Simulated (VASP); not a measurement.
A run of VASP 6.6.1:

INCAR

```
SYSTEM = Al2Cu
ALGO = Normal ; EDIFF = 1E-7
ENCUT = 520 ; GGA = PE
ISIF = 2 ; ISMEAR = -1
LASPH = .True. ; LCHARG = .True.
LELF = .True. ; LREAL = .False.
LVHAR = .True. ; LWAVE = .False.
NBANDS = 26 ; NELM = 80
PREC = Accurate ; SIGMA = 0.05
```

Contents of KPOINTS:

```
k-points
0
Gamma
  12 12 12
  0 0 0
```

File POSCAR:

```
Al2Cu
1.0
   -3.0335000000      3.0335000000      2.4628850000
    3.0335000000     -3.0335000000      2.4628850000
    3.0335000000      3.0335000000     -2.4628850000
Al Cu
4 2
Direct
    0.6587011123      0.1587011123      0.8174022247
    0.1587011123      0.3412988877      0.5000000000
    0.3412988877      0.8412988877      0.1825977753
    0.8412988877      0.6587011123      0.5000000000
    0.2500000000      0.2500000000      0.0000000000
    0.7500000000      0.7500000000      0.0000000000
```

Potentials or basis: VASP PAW PBE potentials, release 64 (Al, Cu).

Launch:

```sh
$ cat potpaw_PBE.64/Al/POTCAR potpaw_PBE.64/Cu/POTCAR > POTCAR
$ mpirun -np 1 vasp_std > vasp.out
```

Hardware: 1 thread of Intel(R) Xeon(R) Platinum 8559C (Emerald Rapids), on a shared host.

Q: How long does it take, and how much memory?

A: Run time: 5.1 min on 1 thread of Intel(R) Xeon(R) Platinum 8559C (Emerald Rapids), on a shared host, peak memory 0.47 GiB. Counts: scf iterations 16, k points 163.
